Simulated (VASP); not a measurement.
# Fe (Fm-3m) in VASP: notebook, part 2 of 3

VASP 6.6.1. The steps go on from the part before.

**4. Single point, LDA**

This run uses another cell than the first one, of 9.61 Å³/atom, 1.087 times its volume.

Input file INCAR:

```
ALGO = Normal
EDIFF = 1E-6
ENCUT = 520
GGA = CA
ISIF = 2
ISMEAR = -1
LASPH = T
LCHARG = T
LELF = T
LREAL = F
LVHAR = T
LWAVE = F
NBANDS = 10
NELM = 100
PREC = Accurate
SIGMA = 0.1
```

Input file KPOINTS:

```
k-points
0
Gamma
  18 18 18
```

Input file POSCAR:

```
Fe
1.0
    0.0000000000      1.6874902469      1.6874902469
    1.6874902469      0.0000000000      1.6874902469
    1.6874902469      1.6874902469      0.0000000000
Fe
1
Direct
    0.0000000000      0.0000000000      0.0000000000
```

Potentials or basis: VASP PAW LDA potentials, release 64 (Fe).

Launch:

```console
cat potpaw_LDA.64/Fe/POTCAR > POTCAR
mpirun -np 1 vasp_std > vasp.out
```

OUTCAR:

```text
EDIFF = 1E-6
   ENCUT = 520
   GGA = CA
   ISIF = 2
   ISMEAR = -1
   LASPH = T
   LREAL = F
   NELM = 100
   PREC = Accurate

 ion  position               nearest neighbor table
   1  0.000  0.000  0.000-

  LATTYP: Found a face centered cubic cell.
 ALAT       =     3.3749804938

  Lattice vectors:

 A1 = (   0.0000000000,   1.6874902469,   1.6874902469)
 A2 = (   1.6874902469,   0.0000000000,   1.6874902469)
 A3 = (   1.6874902469,   1.6874902469,   0.0000000000)

Analysis of symmetry for initial positions (statically):
=====================================================================
 Subroutine PRICEL returns:
 Original cell was already a primitive cell.

 Routine SETGRP: Setting up the symmetry group for a
 face centered cubic supercell.

 Subroutine GETGRP returns: Found 48 space group operations
 (whereof 48 operations were pure point group operations)
 out of a pool of 48 trial point group operations.

The static configuration has the point symmetry O_h .

Analysis of symmetry for dynamics (positions and initial velocities):
=====================================================================
 Subroutine PRICEL returns:
 Original cell was already a primitive cell.

 Routine SETGRP: Setting up the symmetry group for a
 face centered cubic supercell.

 Subroutine GETGRP returns: Found 48 space group operations
 (whereof 48 operations were pure point group operations)
 out of a pool of 48 trial point group operations.

The dynamic configuration has the point symmetry O_h .

 Subroutine INISYM returns: Found 48 space group operations
 (whereof 48 operations are pure point group operations),
 and found     1 'primitive' translations

----------------------------------------------------------------------------------------

                                     Primitive cell

  volume of cell :       9.6107

  direct lattice vectors                    reciprocal lattice vectors
     0.000000000  1.687490247  1.687490247    -0.296298009  0.296298009  0.296298009
     1.687490247  0.000000000  1.687490247     0.296298009 -0.296298009  0.296298009
     1.687490247  1.687490247  0.000000000     0.296298009  0.296298009 -0.296298009

  length of vectors
     2.386471594  2.386471594  2.386471594     0.513203205  0.513203205  0.513203205

  position of ions in fractional coordinates (direct lattice)
     0.000000000  0.000000000  0.000000000

  ion indices of the primitive-cell ions
   primitive index   ion index
                 1           1

----------------------------------------------------------------------------------------

 KPOINTS: k-points

Automatic generation of k-mesh.
 Grid dimensions read from file:
 generate k-points for:   18   18   18

 Generating k-lattice:

  Cartesian coordinates                     Fractional coordinates (reciprocal lattice)
    -0.016461000  0.016461000  0.016461000     0.055555556  0.000000000  0.000000000
     0.016461000 -0.016461000  0.016461000     0.000000000  0.055555556  0.000000000
     0.016461000  0.016461000 -0.016461000     0.000000000  0.000000000  0.055555556

  Length of vectors
     0.028511289  0.028511289  0.028511289

  Shift w.r.t. Gamma in fractional coordinates (k-lattice)
     0.000000000  0.000000000  0.000000000

 Subroutine IBZKPT returns following result:
 ===========================================

 Found    195 irreducible k-points:

 Following reciprocal coordinates:
            Coordinates               Weight
  0.000000  0.000000  0.000000      1.000000
  0.055556  0.000000  0.000000      8.000000
  0.111111  0.000000  0.000000      8.000000
  0.166667  0.000000  0.000000      8.000000
  0.222222  0.000000  0.000000      8.000000
  0.277778  0.000000  0.000000      8.000000
[... 16 lines left out ...]
 -0.277778  0.055556  0.000000     24.000000
 -0.222222  0.055556  0.000000     24.000000
 [... further k-points ...]
   k-points           NKPTS =    195   k-points in BZ     NKDIM =    195   number of bands    NBANDS=     10
   number of dos      NEDOS =    301   number of ions     NIONS =      1
   total plane-waves  NPLWV =   5832
   dimension x,y,z NGX =    18 NGY =   18 NGZ =   18
   dimension x,y,z NGXF=    36 NGYF=   36 NGZF=   36
   ions per type =               1
   NGX,Y,Z   is equivalent  to a cutoff of  12.54, 12.54, 12.54 a.u.
   NGXF,Y,Z  is equivalent  to a cutoff of  25.08, 25.08, 25.08 a.u.
 SYSTEM =  unknown system
   PREC   = accura    normal or accurate (medium, high low for compatibility)
   ISTART =      0    job   : 0-new  1-cont  2-samecut
   ICHARG =      2    charge: 1-file 2-atom 10-const
   ISPIN  =      1    spin polarized calculation?
   LNONCOLLINEAR =      F non collinear calculations
   LSORBIT =      F    spin-orbit coupling
   LASPH  =      T    aspherical Exc in radial PAW
   ENCUT  =  520.0 eV  38.22 Ry    6.18 a.u.   4.44  4.44  4.44*2*pi/ulx,y,z
   NELM   =    100;   NELMIN=  2; NELMDL= -5     # of ELM steps
   EDIFF  = 0.1E-05   stopping-criterion for ELM
   LREAL  =      F    real-space projection
   EDIFFG = 0.1E-04   stopping-criterion for IOM
   NSW    =      0    number of steps for IOM
   IBRION =     -1    ionic relax: 0-MD 1-quasi-New 2-CG
   NFREE  =      0    steps in history (QN), initial steepest desc. (CG)
   ISIF   =      2    stress and relaxation
   ISYM   =      2    0-nonsym 1-usesym 2-fastsym
   POTIM  = 0.5000    time-step for ionic-motion
   TEBEG  =    0.0;   TEEND  =   0.0 temperature during run
   PSTRESS=    0.0 pullay stress
   NELECT =       8.0000    total number of electrons
   NUPDOWN=      -1.0000    fix difference up-down
   EMIN   =  10.00;   EMAX   =-10.00  energy-range for DOS
   EFERMI =   0.00;   METHOD = LEGACY
   ISMEAR =    -1;   SIGMA  =   0.10  broadening in eV -4-tet -1-fermi 0-gaus
   EFERMI_NEDOS =   21; number of points for ismear=-14 and -15
   IALGO  =     38    algorithm
   IMIX   =      4    mixing-type and parameters
     AMIX     =   0.40;   BMIX     =  1.00
     AMIX_MAG =   1.60;   BMIX_MAG =  1.00
  volume/ion in A,a.u.               =       9.61        64.86
  Fermi-wavevector in a.u.,A,eV,Ry     =   1.539998  2.910175 32.267503  2.371595
  Thomas-Fermi vector in A             =   2.646147
   LORBIT       =      0    0 simple, 1 ext, 2 COOP (PROOUT), +10 PAW based schemes
   GGA     = CA    functional components
   LHFCALC =     F    Hartree Fock is set to
   AEXX    =    0.0000 exact exchange contribution
   IVDW    =     0    specifies the selected vdW correction
   LEPSILON=     F    determine dielectric tensor
   LRPA    =     F    only Hartree local field effects (RPA)
 non-spin polarized calculation
  energy-cutoff  :      520.00
  volume of cell :        9.61
 maximum number of plane-waves:       271
 NGX is ok and might be reduce to    18
   NGX =  9   NGY =  9   NGZ =  9

 number of electron       7.9999994 magnetization

 Free energy of the ion-electron system (eV)
  ---------------------------------------------------
  ext. energy  EPLUGINS =         0.00000000
  ---------------------------------------------------
  free energy    TOTEN  =        -9.35064847 eV

  energy without entropy =       -9.29899205  energy(sigma->0) =       -9.32482026

 E-fermi :   7.3970     XC(G=0): -14.4172

 val. band max:        7.3893660522   @ k =   0.3333   0.2778   0.0556
 cond. band min:       7.3986041098   @ k =   0.1667   0.0556   0.0000
 fundamental gap:      0.0092380576
 Fermi energy:         7.3969961192

 k-point     1 :       0.0000    0.0000    0.0000
  band No.  band energies     occupation
      1      -1.7429      2.00000
      2       5.5941      2.00000
      3       5.5941      2.00000
      4       5.5941      2.00000
      5       7.3212      1.36200
      6       7.3212      1.36200
      7      31.3164      0.00000
      8      37.1828      0.00000
      9      37.1828      0.00000
     10      37.1828      0.00000

 k-point     2 :       0.0556    0.0000    0.0000
  band No.  band energies     occupation
      1      -1.6040      2.00000
      2       5.5395      2.00000
      3       5.6367      2.00000
      4       5.6367      2.00000
      5       7.2999      1.45064
      6       7.2999      1.45064
      7      31.2134      0.00000
      8      35.6202      0.00000
      9      37.0594      0.00000
     10      37.0594      0.00000
[... 274 lines left out ...]
 k-point    24 :      -0.2222    0.0556    0.0000
  band No.  band energies     occupation
      1       0.6409      2.00000
      2       4.9673      2.00000
      3       5.8911      2.00000
      4       5.9746      2.00000
      5       7.1759      1.80254
      6       7.6990      0.09303
      7      25.1156      0.00000
      8      31.1170      0.00000
      9      35.1095      0.00000
     10      37.8728      0.00000

 [... further k-points ...]
[... 5 lines left out ...]
  --------------------------------------------------------------------------------------
  -------------------------------------------------------------------------------------
  Total       -0.0110405     -0.0110405     -0.0110405      0.0000000      0.0000000     -0.0000000
  in kB       -1.8405335     -1.8405335     -1.8405335      0.0000000      0.0000000     -0.0000000
  external PRESSURE =      -1.8405335 kB  Pullay stress =       0.0000000 kB

 VOLUME and BASIS-vectors are now :
 -----------------------------------------------------------------------------
  energy-cutoff  :      520.00
  volume of cell :        9.61
      direct lattice vectors                 reciprocal lattice vectors
     0.000000000  1.687490247  1.687490247    -0.296298009  0.296298009  0.296298009
     1.687490247  0.000000000  1.687490247     0.296298009 -0.296298009  0.296298009
     1.687490247  1.687490247  0.000000000     0.296298009  0.296298009 -0.296298009

 POSITION                                       TOTAL-FORCE (eV/Angst)
 -----------------------------------------------------------------------------------
      0.00000      0.00000      0.00000        -0.000000      0.000000      0.000000
 -----------------------------------------------------------------------------------
    total drift:                                0.000000     -0.000000      0.000000

  FREE ENERGIE OF THE ION-ELECTRON SYSTEM (eV)
  ---------------------------------------------------
  free  energy   TOTEN  =        -9.3506484716 eV

  energy  without entropy=       -9.2989920530  energy(sigma->0) =       -9.32482026
```

It took 36 s on 1 thread of AMD EPYC 7R13, shared host; peak memory 0.1 GiB.

Results:

| Quantity | Value |
| --- | --- |
| Free energy | -9.3506 eV |
| Pressure | -0.2 GPa |
| Band gap on the k mesh | zero (band 4 reaches 8.80 eV, above the bottom of band 5 at 6.63 eV) |

Caveat: the run has no spin polarisation, though such a crystal can be magnetic.

**5. Single point, LDA (volume scaled by 1.04)**

Input file INCAR:

```
SYSTEM = Fe
PREC = Accurate ; ENCUT = 520
EDIFF = 1E-6 ; ISMEAR = -1
SIGMA = 0.1 ; LREAL = .False.
LASPH = .True. ; NELM = 80
ALGO = Normal ; ISIF = 2
LWAVE = .False. ; LCHARG = .False.
NBANDS = 10
```

Input file KPOINTS:

```
regular mesh
0
Gamma
  18 18 18
  0 0 0
```

Input file POSCAR:

```
Fe
1.0
    0.0000000000      1.7096966125      1.7096966125
    1.7096966125      0.0000000000      1.7096966125
    1.7096966125      1.7096966125      0.0000000000
Fe
1
Direct
    0.0000000000      0.0000000000      0.0000000000
```

Launch:

```console
cat potpaw_LDA.64/Fe/POTCAR > POTCAR
mpirun -np 1 vasp_std > vasp.out
```

It took 27 s on 1 thread of AMD EPYC 7R13, shared host; peak memory 0.1 GiB.

The run converged. Its results:

* Free energy: -9.3350 eV
* Pressure: -12.4 GPa
* Band gap on the k mesh: zero (band 4 reaches 8.25 eV, above the bottom of band 5 at 6.20 eV)

Levels at points of the mesh, in eV from the Fermi level:
```
           k point  band 2  band 3  band 4  band 5  band 6  band 7
(0.00, 0.00, 0.00)   -1.70   -1.70   -1.70   -0.07   -0.07   23.60
(0.50, 0.00, 0.00)   -1.80   -1.80    0.27    1.04    1.04    8.59
(0.50, 0.50, 0.00)   -4.36    1.01    1.32    1.32    3.36   12.07
```

Caveat: the cell differs from its parent crystal (volume scaled by 1.04); the run has no spin polarisation, though such a crystal can be magnetic. Spin polarisation is off, so any magnetic state and its effect on volume and gap are missing.

(Continued in part 3 of 3.)
